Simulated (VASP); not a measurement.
A run of VASP 6.6.1:

POSCAR

```
Ta
1.0
   -1.6533592498      1.6533592498      1.6533592498
    1.6533592498     -1.6533592498      1.6533592498
    1.6533592498      1.6533592498     -1.6533592498
Ta
1
Direct
    0.0000000000      0.0000000000      0.0000000000
```

Contents of INCAR.step1:

```
PREC = Accurate ; ENCUT = 520
ISMEAR = -1 ; SIGMA = 0.1
LREAL = F ; LASPH = T
NELM = 80 ; NBANDS = 12
GGA = PE ; ALGO = Normal
EDIFF = 1E-4 ; LWAVE = T
LCHARG = F
```

INCAR.step2

```
PREC = Accurate ; ENCUT = 520
EDIFF = 1E-6 ; ISMEAR = -1
SIGMA = 0.1 ; LREAL = F
LASPH = T ; NELM = 80
ALGO = Normal ; ISIF = 2
LWAVE = F ; LCHARG = T
METAGGA = R2SCAN ; LMIXTAU = T
LELF = T ; LVHAR = T
NBANDS = 12 ; ISTART = 1
```

The input KPOINTS:

```
regular mesh
0
Gamma
  22 22 22
```

Potentials or basis: VASP PAW PBE potentials, release 64 (Ta_pv).

Command:

```console
$ cat potpaw_PBE.64/Ta_pv/POTCAR > POTCAR
$ cp INCAR.step1 INCAR
$ mpirun -np 1 vasp_std > vasp.out
$ cp INCAR.step2 INCAR
$ mpirun -np 1 vasp_std > vasp.out
```

Hardware: 1 thread of Intel(R) Xeon(R) Platinum 8375C CPU @ 2.90GHz (Ice Lake) (shared host).

Task: Estimate the wall time of this run.

Result: It took 2 min on 1 thread of Intel(R) Xeon(R) Platinum 8375C CPU @ 2.90GHz (Ice Lake), with other jobs on the host, peak memory 0.2 GiB. Counts: k points 328.
